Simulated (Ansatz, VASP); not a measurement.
**Si3N4: VASP beside Ansatz**

```
CELL_PARAMETERS angstrom
-3.23735 3.23735 3.17260
3.23735 -3.23735 3.17260
3.23735 3.23735 -3.17260
ATOMIC_POSITIONS crystal
Si 0.25000 0.12400 0.87400
Si 0.87600 0.25000 0.12600
Si 0.75000 0.37600 0.62600
Si 0.62400 0.75000 0.37400
Si 0.12500 0.87500 0.25000
Si 0.37500 0.62500 0.75000
N 0.56041 0.55939 0.56100
N 0.44061 0.50161 0.00102
N 0.49839 0.99941 0.93900
N 0.00059 0.43959 0.49898
N 0.93959 0.50059 0.99898
N 0.05939 0.06041 0.06100
N 0.00161 0.94061 0.50102
N 0.49941 0.99839 0.43900
```

Change from the starting cell: z stretched by -2 %, ions relaxed.

Alike in both runs: functional PBE; k mesh 6 × 6 × 6; occupations fermi-dirac, width 0.02 eV; no spin polarisation.

Ansatz relaxed the structure, and its values are those at the end. VASP's run is a single point on that final structure, the one shown.

|  | VASP | Ansatz |
| --- | --- | --- |
| version | VASP 6.6.1 | Ansatz 0.2.0 |
| potentials or method | VASP PAW PBE potentials, release 64 (Si, N) | plane-wave PAW, scalar-relativistic |
| plane-wave cutoff (eV) | 520 | 420 |
| valence electrons in the cell | 64 | 64 |

Ansatz gave:

```
gap on the k mesh at the Fermi level (eV) : 4.11
pressure (GPa)                            : 7.2
rms of the force components (eV/Å)        : 0.005
```

**Question.** Estimate VASP's values.

**Answer.** gap on the k mesh at the Fermi level (eV): 4.10; pressure (GPa): 6.9; rms of the force components (eV/Å): 0.005.

Ansatz's warnings: stress scf threshold loose.
